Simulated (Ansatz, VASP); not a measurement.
Two plane-wave programs on MgS

Contents of POSCAR:

```
MgS
1.0
    4.0286256344     -0.0201431281      0.0000000000
   -2.0317572780      3.4989637058      0.0000000000
    0.0000000000      0.0000000000      6.4543927861
Mg S
2 2
Direct
    0.3339882850      0.6666610866     -0.0028690014
    0.6660117150      0.3333389134      0.4971309986
    0.3352335428      0.6667019848      0.3778690014
    0.6647664572      0.3332980152      0.8778690014
```

INCAR.step1

```
PREC = Accurate
ENCUT = 520
ISMEAR = 0
SIGMA = 0.01
LREAL = False
LASPH = True
NELM = 80
NBANDS = 16
GGA = PE
ALGO = Normal
EDIFF = 1E-4
LWAVE = True
LCHARG = False
```

INCAR.step2

```
PREC = Accurate
ENCUT = 520
EDIFF = 1E-6
ISMEAR = 0
SIGMA = 0.01
LREAL = False
LASPH = True
NELM = 80
ALGO = Normal
ISIF = 2
LWAVE = False
LCHARG = False
METAGGA = R2SCAN
LMIXTAU = True
NBANDS = 16
ISTART = 1
```

KPOINTS

```
Automatic mesh
0
Gamma
  12 12 4
```

Input for Ansatz:

```yaml
crystal:
  lattice:
    - [4.0286256344, -0.0201431281, 0.0]
    - [-2.031757278, 3.4989637058, 0.0]
    - [0.0, 0.0, 6.4543927861]
  atoms:
    - { symbol: Mg, position: [0.333988285, 0.6666610866, -0.0028690014] }
    - { symbol: Mg, position: [0.666011715, 0.3333389134, 0.4971309986] }
    - { symbol: S, position: [0.3352335428, 0.6667019848, 0.3778690014] }
    - { symbol: S, position: [0.6647664572, 0.3332980152, 0.8778690014] }
kpoints:
  mp_grid: { grid: [12, 12, 4] }
  band_path:
    path:
      - [0.0, 0.0, 0.0]
      - [0.5, 0.0, 0.0]
      - [0.3333333333, 0.3333333333, 0.0]
      - [0.0, 0.0, 0.5]
      - [0.5, 0.0, 0.5]
      - [0.3333333333, 0.3333333333, 0.5]
    npoints: 1
hamiltonian:
  xc: r2scan
scf:
  occupations: { method: fixed }
  n_extra_bands: 5
output:
  forces: true
  stress: true
  eigenvalues: true
```

Change from the starting cell: shear_xy strain -1.0%.

Alike in both runs: task single point; functional r2SCAN; k mesh 12 × 12 × 4; no spin polarisation.

|  | VASP | Ansatz |
| --- | --- | --- |
| version | VASP 6.6.1 | Ansatz 0.2.0 |
| potentials or method | VASP PAW PBE potentials, release 64 (Mg, S) | plane waves, PAW |
| plane-wave cutoff (eV) | 520 | 500 |
| occupations | gaussian, width 0.01 eV | fixed |
| valence electrons in the cell | 16 | 32 |

|  | VASP | Ansatz | Ansatz less VASP |
| --- | --- | --- | --- |
| gap on the k mesh at the Fermi level (eV) | 4.13 | 4.15 | +0.013 |
| pressure (GPa) | -0.3 | 0.0 | +0.29 |
| traceless stress, the component that is largest in VASP (GPa) | 0.20 | 0.20 | -0.003 |

VASP's potentials were made for PBE, not for r2SCAN. VASP's potentials hold 16 valence electrons a cell and Ansatz's 32, so a difference there can come from the potentials and not from the codes.
